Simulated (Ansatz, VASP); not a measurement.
# InP: VASP beside Ansatz

```
CELL_PARAMETERS angstrom
0.00000 2.77020 2.77020
2.77020 0.00000 2.77020
2.77020 2.77020 0.00000
ATOMIC_POSITIONS crystal
In 0.98630 0.01370 0.01370
P 0.55077 0.44923 0.44923
```

Change from the starting cell: mode 4 frozen in at -0.281 Å, normal strain along x +0.0000.

Alike in both runs: task single point; functional PBE; k mesh 14 × 14 × 14; occupations gaussian, width 0.15 eV; no spin polarisation.

|  | VASP | Ansatz |
| --- | --- | --- |
| version | VASP 6.6.1 | Ansatz 0.2.0 |
| potentials or method | VASP PAW PBE potentials, release 64 (In_d, P), cutoff 520 eV | scalar-relativistic, plane waves, PAW |
| valence electrons in the cell | 18 | 18 |

|  | VASP | Ansatz | Ansatz less VASP |
| --- | --- | --- | --- |
| gap on the k mesh at the Fermi level (eV) | none | none | - |
| pressure (GPa) | 3.9 | 3.9 | +0.07 |
| traceless stress, the component that is largest in VASP (GPa) | 10.85 | 10.96 | +0.108 |
| rms of the force components (eV/Å) | 0.862 | 0.871 | +0.0086 |

Atom by atom the forces differ by 0.009 eV/Å (rms over components). A gap of «none» marks a metal or a gap that the smearing closes.
